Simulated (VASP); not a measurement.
# NaCl (Pm-3m) in VASP: density of states with PBEsol

Aim: the density of states of NaCl with PBEsol.

Everything below comes from runs of VASP 6.6.1. Logs are shortened: lines on timing, memory, paths and dates and some standing lists are left out, and cuts for length are marked.

## 1. The cell of the first run

Symmetry: Pm-3m, No. 221, cubic system. Conventional cell: a = 3.448 Å, b = 3.448 Å, c = 3.448 Å, α = 90.00°, β = 90.00°, γ = 90.00°. Na (site symmetry m-3m) has 8 Cl at 2.99 Å and 6 Na at 3.45 Å within 3.9 Å. Cl (site symmetry m-3m) has 8 Na at 2.99 Å and 6 Cl at 3.45 Å within 3.9 Å.

## 2. Density of states, PBEsol

Contents of POSCAR:

```
NaCl
1.0
    3.4475495236      0.0000000000      0.0000000000
    0.0000000000      3.4475495236      0.0000000000
    0.0000000000      0.0000000000      3.4475495236
Na Cl
1 1
Direct
    0.0000000000      0.0000000000      0.0000000000
    0.5000000000      0.5000000000      0.5000000000
```

Contents of INCAR.step1:

```
SYSTEM = NaCl
PREC = Accurate
ENCUT = 520
EDIFF = 1E-7
ISMEAR = 0
SIGMA = 0.05
LREAL = .FALSE.
LASPH = .TRUE.
NELM = 60
ALGO = Normal
ISIF = 2
LWAVE = .FALSE.
LCHARG = .TRUE.
GGA = PS
NBANDS = 14
```

Contents of KPOINTS.step1:

```
Automatic mesh
0
G
  10 10 10
  0 0 0
```

Contents of INCAR.step2:

```
SYSTEM = NaCl
PREC = Accurate
ENCUT = 520
EDIFF = 1E-7
ISMEAR = -5
SIGMA = 0.05
LREAL = .FALSE.
LASPH = .TRUE.
NELM = 60
ALGO = Normal
ISIF = 2
LWAVE = .FALSE.
LCHARG = .FALSE.
GGA = PS
LORBIT = 11
NEDOS = 1001
ICHARG = 11
```

Contents of KPOINTS.step2:

```
Automatic mesh
0
G
  15 15 15
  0 0 0
```

Potentials or basis: VASP PAW PBE potentials, release 64 (Na_pv, Cl).

Started as:

```
cat potpaw_PBE.64/Na_pv/POTCAR potpaw_PBE.64/Cl/POTCAR > POTCAR
cp INCAR.step1 INCAR
cp KPOINTS.step1 KPOINTS
mpirun -np 1 vasp_std > vasp.out
cp INCAR.step2 INCAR
cp KPOINTS.step2 KPOINTS
mpirun -np 1 vasp_std > vasp.out
```

OUTCAR:

```text
SYSTEM = NaCl
   PREC = Accurate
   ENCUT = 520
   EDIFF = 1E-7
   ISMEAR = -5
   LREAL = .FALSE.
   LASPH = .TRUE.
   NELM = 60
   ISIF = 2
   GGA = PS
   LORBIT = 11
   ICHARG = 11

 ion  position               nearest neighbor table
   1  0.000  0.000  0.000-
   2  0.500  0.500  0.500-

  LATTYP: Found a simple cubic cell.
 ALAT       =     3.4475495236

  Lattice vectors:

 A1 = (   3.4475495236,   0.0000000000,   0.0000000000)
 A2 = (   0.0000000000,   3.4475495236,   0.0000000000)
 A3 = (   0.0000000000,   0.0000000000,   3.4475495236)

Analysis of symmetry for initial positions (statically):
=====================================================================
 Subroutine PRICEL returns:
 Original cell was already a primitive cell.

 Routine SETGRP: Setting up the symmetry group for a
 simple cubic supercell.

 Subroutine GETGRP returns: Found 48 space group operations
 (whereof 48 operations were pure point group operations)
 out of a pool of 48 trial point group operations.

The static configuration has the point symmetry O_h .

Analysis of symmetry for dynamics (positions and initial velocities):
=====================================================================
 Subroutine PRICEL returns:
 Original cell was already a primitive cell.

 Routine SETGRP: Setting up the symmetry group for a
 simple cubic supercell.

 Subroutine GETGRP returns: Found 48 space group operations
 (whereof 48 operations were pure point group operations)
 out of a pool of 48 trial point group operations.

The dynamic configuration has the point symmetry O_h .

 Subroutine INISYM returns: Found 48 space group operations
 (whereof 48 operations are pure point group operations),
 and found     1 'primitive' translations

----------------------------------------------------------------------------------------

                                     Primitive cell

  volume of cell :      40.9762

  direct lattice vectors                    reciprocal lattice vectors
     3.447549524  0.000000000  0.000000000     0.290061098  0.000000000  0.000000000
     0.000000000  3.447549524  0.000000000     0.000000000  0.290061098  0.000000000
     0.000000000  0.000000000  3.447549524     0.000000000  0.000000000  0.290061098

  length of vectors
     3.447549524  3.447549524  3.447549524     0.290061098  0.290061098  0.290061098

  position of ions in fractional coordinates (direct lattice)
     0.000000000  0.000000000  0.000000000
     0.500000000  0.500000000  0.500000000

  ion indices of the primitive-cell ions
   primitive index   ion index
                 1           1
                 2           2

----------------------------------------------------------------------------------------

 KPOINTS: Automatic mesh

Automatic generation of k-mesh.
 Grid dimensions read from file:
 generate k-points for:   15   15   15

 Generating k-lattice:

  Cartesian coordinates                     Fractional coordinates (reciprocal lattice)
     0.019337407  0.000000000  0.000000000     0.066666667  0.000000000  0.000000000
     0.000000000  0.019337407  0.000000000     0.000000000  0.066666667  0.000000000
     0.000000000  0.000000000  0.019337407     0.000000000  0.000000000  0.066666667

  Length of vectors
     0.019337407  0.019337407  0.019337407

  Shift w.r.t. Gamma in fractional coordinates (k-lattice)
     0.000000000  0.000000000  0.000000000

 TETIRR: Found   1667 inequivalent tetrahedra from    20250

 Subroutine IBZKPT returns following result:
 ===========================================

 Found    120 irreducible k-points:

 Following reciprocal coordinates:
            Coordinates               Weight
  0.000000  0.000000  0.000000      1.000000
  0.066667  0.000000  0.000000      6.000000
  0.133333  0.000000  0.000000      6.000000
  0.200000  0.000000  0.000000      6.000000
  0.266667  0.000000  0.000000      6.000000
  0.333333  0.000000  0.000000      6.000000
[... 16 lines left out ...]
  0.266667  0.200000  0.000000     24.000000
  0.333333  0.200000  0.000000     24.000000
 [... further k-points ...]
   k-points           NKPTS =    120   k-points in BZ     NKDIM =    120   number of bands    NBANDS=     11
   number of dos      NEDOS =   1001   number of ions     NIONS =      2
   total plane-waves  NPLWV =  21952
   dimension x,y,z NGX =    28 NGY =   28 NGZ =   28
   dimension x,y,z NGXF=    56 NGYF=   56 NGZF=   56
   ions per type =               1   1
   NGX,Y,Z   is equivalent  to a cutoff of  13.50, 13.50, 13.50 a.u.
   NGXF,Y,Z  is equivalent  to a cutoff of  27.00, 27.00, 27.00 a.u.
 SYSTEM =  NaCl
   PREC   = accura    normal or accurate (medium, high low for compatibility)
   ISTART =      0    job   : 0-new  1-cont  2-samecut
   ICHARG =     11    charge: 1-file 2-atom 10-const
   ISPIN  =      1    spin polarized calculation?
   LNONCOLLINEAR =      F non collinear calculations
   LSORBIT =      F    spin-orbit coupling
   LASPH  =      T    aspherical Exc in radial PAW
   ENCUT  =  520.0 eV  38.22 Ry    6.18 a.u.   6.41  6.41  6.41*2*pi/ulx,y,z
   NELM   =     60;   NELMIN=  2; NELMDL=  0     # of ELM steps
   EDIFF  = 0.1E-06   stopping-criterion for ELM
   LREAL  =      F    real-space projection
   EDIFFG = 0.1E-05   stopping-criterion for IOM
   NSW    =      0    number of steps for IOM
   IBRION =     -1    ionic relax: 0-MD 1-quasi-New 2-CG
   NFREE  =      0    steps in history (QN), initial steepest desc. (CG)
   ISIF   =      2    stress and relaxation
   ISYM   =      2    0-nonsym 1-usesym 2-fastsym
   POTIM  = 0.5000    time-step for ionic-motion
   TEBEG  =    0.0;   TEEND  =   0.0 temperature during run
   PSTRESS=    0.0 pullay stress
   NELECT =      14.0000    total number of electrons
   NUPDOWN=      -1.0000    fix difference up-down
   EMIN   =  10.00;   EMAX   =-10.00  energy-range for DOS
   EFERMI =   0.00;   METHOD = LEGACY
   ISMEAR =    -5;   SIGMA  =   0.05  broadening in eV -4-tet -1-fermi 0-gaus
   EFERMI_NEDOS =   21; number of points for ismear=-14 and -15
   IALGO  =     38    algorithm
   IMIX   =      4    mixing-type and parameters
     AMIX     =   0.40;   BMIX     =  1.00
     AMIX_MAG =   1.60;   BMIX_MAG =  1.00
  volume/ion in A,a.u.               =      20.49       138.26
  Fermi-wavevector in a.u.,A,eV,Ry     =   1.144477  2.162748 17.821280  1.309827
  Thomas-Fermi vector in A             =   2.281169
   LORBIT       =     11    0 simple, 1 ext, 2 COOP (PROOUT), +10 PAW based schemes
   GGA     = PS    functional components
   LHFCALC =     F    Hartree Fock is set to
   AEXX    =    0.0000 exact exchange contribution
   IVDW    =     0    specifies the selected vdW correction
   LEPSILON=     F    determine dielectric tensor
   LRPA    =     F    only Hartree local field effects (RPA)
 non-spin polarized calculation
 Fermi weights with tetrahedron method with Bloechl corrections
  energy-cutoff  :      520.00
  volume of cell :       40.98
 maximum number of plane-waves:      1141
 NGX is ok and might be reduce to    28

 number of electron      14.0000005 magnetization

 Free energy of the ion-electron system (eV)
  ---------------------------------------------------
  ext. energy  EPLUGINS =         0.00000000
  ---------------------------------------------------
  free energy    TOTEN  =        -6.73049472 eV

  energy without entropy =       -6.73049472  energy(sigma->0) =       -6.73049472

 E-fermi :   0.7390     XC(G=0):  -8.7963

 val. band max:        0.7007015605   @ k =   0.4667   0.4667   0.0000
 cond. band min:       4.6974174829   @ k =   0.0000   0.0000   0.0000
 fundamental gap:      3.9967159224
 Fermi energy:         0.7389622053

 k-point     1 :       0.0000    0.0000    0.0000
  band No.  band energies     occupation
      1     -21.1343      2.00000
      2     -21.1343      2.00000
      3     -21.1343      2.00000
      4     -12.8346      2.00000
      5       0.1666      2.00000
      6       0.1666      2.00000
      7       0.1666      2.00000
      8       4.6974      0.00000
      9       9.0615      0.00000
     10       9.0615      0.00000
     11      16.7346      0.00000

 k-point     2 :       0.0667    0.0000    0.0000
  band No.  band energies     occupation
      1     -21.1366      2.00000
      2     -21.1341      2.00000
      3     -21.1341      2.00000
      4     -12.8181      2.00000
      5      -0.0055      2.00000
      6       0.1772      2.00000
      7       0.1772      2.00000
      8       4.8468      0.00000
      9       9.1120      0.00000
     10       9.1798      0.00000
     11      15.9421      0.00000

 k-point     3 :       0.1333    0.0000    0.0000
  band No.  band energies     occupation
      1     -21.1429      2.00000
      2     -21.1336      2.00000
      3     -21.1336      2.00000
      4     -12.7707      2.00000
      5      -0.4394      2.00000
      6       0.2070      2.00000
      7       0.2070      2.00000
      8       5.2215      0.00000
      9       9.2627      0.00000
     10       9.4953      0.00000
     11      15.1172      0.00000

 k-point     4 :       0.2000    0.0000    0.0000
  band No.  band energies     occupation
      1     -21.1521      2.00000
      2     -21.1328      2.00000
      3     -21.1328      2.00000
      4     -12.6991      2.00000
      5      -0.9843      2.00000
      6       0.2517      2.00000
      7       0.2517      2.00000
      8       5.7003      0.00000
      9       9.5102      0.00000
     10       9.8786      0.00000
     11      14.3490      0.00000

 k-point     5 :       0.2667    0.0000    0.0000
  band No.  band energies     occupation
      1     -21.1627      2.00000
      2     -21.1318      2.00000
      3     -21.1318      2.00000
      4     -12.6142      2.00000
      5      -1.5239      2.00000
      6       0.3041      2.00000
      7       0.3041      2.00000
      8       6.2134      0.00000
      9       9.8467      0.00000
     10      10.1228      0.00000
     11      13.6851      0.00000
[... 211 lines left out ...]
 k-point    21 :       0.4667    0.1333    0.0000
  band No.  band energies     occupation
      1     -21.1830      2.00000
      2     -21.1371      2.00000
      3     -21.1291      2.00000
      4     -12.3769      2.00000
      5      -2.3838      2.00000
      6      -0.0382      2.00000
      7       0.4642      2.00000
      8       8.0163      0.00000
      9       8.9321      0.00000
     10      11.3536      0.00000
     11      11.8502      0.00000

 k-point    22 :       0.2000    0.2000    0.0000
  band No.  band energies     occupation
      1     -21.1514      2.00000
      2     -21.1479      2.00000
      3     -21.1312      2.00000
      4     -12.5750      2.00000
      5      -0.9811      2.00000
      6      -0.6455      2.00000
      7       0.3398      2.00000
      8       6.5782      0.00000
      9       9.7353      0.00000
     10      10.4903      0.00000
     11      12.6937      0.00000

 k-point    23 :       0.2667    0.2000    0.0000
  band No.  band energies     occupation
      1     -21.1600      2.00000
      2     -21.1479      2.00000
      3     -21.1303      2.00000
      4     -12.4974      2.00000
      5      -1.3690      2.00000
      6      -0.6685      2.00000
      7       0.3942      2.00000
      8       7.0097      0.00000
      9       9.5869      0.00000
     10      10.7903      0.00000
     11      12.5294      0.00000

 k-point    24 :       0.3333    0.2000    0.0000
  band No.  band energies     occupation
      1     -21.1694      2.00000
      2     -21.1466      2.00000
      3     -21.1295      2.00000
      4     -12.4207      2.00000
      5      -1.7870      2.00000
      6      -0.5911      2.00000
      7       0.4476      2.00000
      8       7.4234      0.00000
      9       9.2836      0.00000
     10      11.0233      0.00000
     11      12.4780      0.00000

 [... further k-points ...]
[... 5 lines left out ...]
  --------------------------------------------------------------------------------------
  -------------------------------------------------------------------------------------
  Total       -0.0049384     -0.0049384     -0.0049384     -0.0000000     -0.0000000     -0.0000000
  in kB       -0.1930941     -0.1930941     -0.1930941     -0.0000000     -0.0000000     -0.0000000
  external PRESSURE =      -0.1930941 kB  Pullay stress =       0.0000000 kB

 VOLUME and BASIS-vectors are now :
 -----------------------------------------------------------------------------
  energy-cutoff  :      520.00
  volume of cell :       40.98
      direct lattice vectors                 reciprocal lattice vectors
     3.447549524  0.000000000  0.000000000     0.290061098  0.000000000  0.000000000
     0.000000000  3.447549524  0.000000000     0.000000000  0.290061098  0.000000000
     0.000000000  0.000000000  3.447549524     0.000000000  0.000000000  0.290061098

 POSITION                                       TOTAL-FORCE (eV/Angst)
 -----------------------------------------------------------------------------------
      0.00000      0.00000      0.00000         0.000000      0.000000      0.000000
      1.72377      1.72377      1.72377         0.000000      0.000000      0.000000
 -----------------------------------------------------------------------------------
    total drift:                               -0.000000      0.000000      0.000000

  FREE ENERGIE OF THE ION-ELECTRON SYSTEM (eV)
  ---------------------------------------------------
  free  energy   TOTEN  =        -6.7304947241 eV

  energy  without entropy=       -6.7304947241  energy(sigma->0) =       -6.73049472

 total charge

# of ion       s       p       d       tot
------------------------------------------
    1        0.037   5.975   0.000   6.012
    2        1.583   3.541   0.000   5.123
--------------------------------------------------
tot          1.620   9.515   0.000  11.135
```

Wall time 30 s (1 thread of Intel Xeon 6975P-C (Granite Rapids), shared host); peak memory 0.17 GiB.

What came out:

```
Valence electrons inside the program's atomic spheres : Na 6.01; Cl 5.12
```

Levels at points of the mesh, in eV from the valence-band top:
```
           k point  band 3  band 4  band 5  band 6  band 7  band 8  band 9  band 10  band 11
(0.00, 0.00, 0.00)  -21.84  -13.54   -0.53   -0.53   -0.53    4.00    8.36     8.36    16.03
```

Caveat: the PAW data sets were made with another functional, which shifts forces and pressure a little.
